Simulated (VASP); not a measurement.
A run of VASP 6.6.1 is set up as follows.

INCAR

```
  ALGO = Fast
  EDIFF = 1E-6
  EDIFFG = -0.01
  ENCUT = 600
  GGA = PE
  IBRION = 2
  ISIF = 3
  ISMEAR = 0
  LASPH = T
  LCHARG = F
  LREAL = F
  LWAVE = F
  NELM = 60
  NSW = 100
  PREC = Accurate
  SIGMA = 0.1
```

The input KPOINTS:

```
k-points
0
Gamma
  12 12 12
```

File POSCAR:

```
AlSn
1.0
    0.0000000000      3.6288961422      3.6288961422
    3.6288961422      0.0000000000      3.6288961422
    3.6288961422      3.6288961422      0.0000000000
Al Sn
2 2
Direct
    0.5000000000      0.5000000000      0.5000000000
    0.7500000000      0.7500000000      0.7500000000
    0.2500000000      0.2500000000      0.2500000000
    0.0000000000      0.0000000000      0.0000000000
```

Potentials or basis: VASP PAW PBE potentials, release 64 (Al, Sn_d).

The run is started by

```sh
$ cat potpaw_PBE.64/Al/POTCAR potpaw_PBE.64/Sn_d/POTCAR > POTCAR
$ mpirun -np 1 vasp_std > vasp.out
```

**Question.** Estimate the relaxed cell.

**Answer.** a = 5.075 Å, b = 5.075 Å, c = 5.075 Å, α = 60.00°, β = 60.00°, γ = 60.00°.

**Question.** Predict the relaxed volume.

**Answer.** 23.10 Å³/atom.

Final structure:
```cif
data_structure
_symmetry_space_group_name_H-M 'P 1'
_symmetry_Int_Tables_number 1
_cell_length_a 5.0745
_cell_length_b 5.0745
_cell_length_c 5.0745
_cell_angle_alpha 60.000
_cell_angle_beta 60.000
_cell_angle_gamma 60.000
_cell_volume 92.40
loop_
_atom_site_label
_atom_site_type_symbol
_atom_site_fract_x
_atom_site_fract_y
_atom_site_fract_z
_atom_site_occupancy
Al1 Al 0.50000 0.50000 0.50000 1
Al2 Al 0.75000 0.75000 0.75000 1
Sn1 Sn 0.25000 0.25000 0.25000 1
Sn2 Sn 0.00000 0.00000 0.00000 1
```
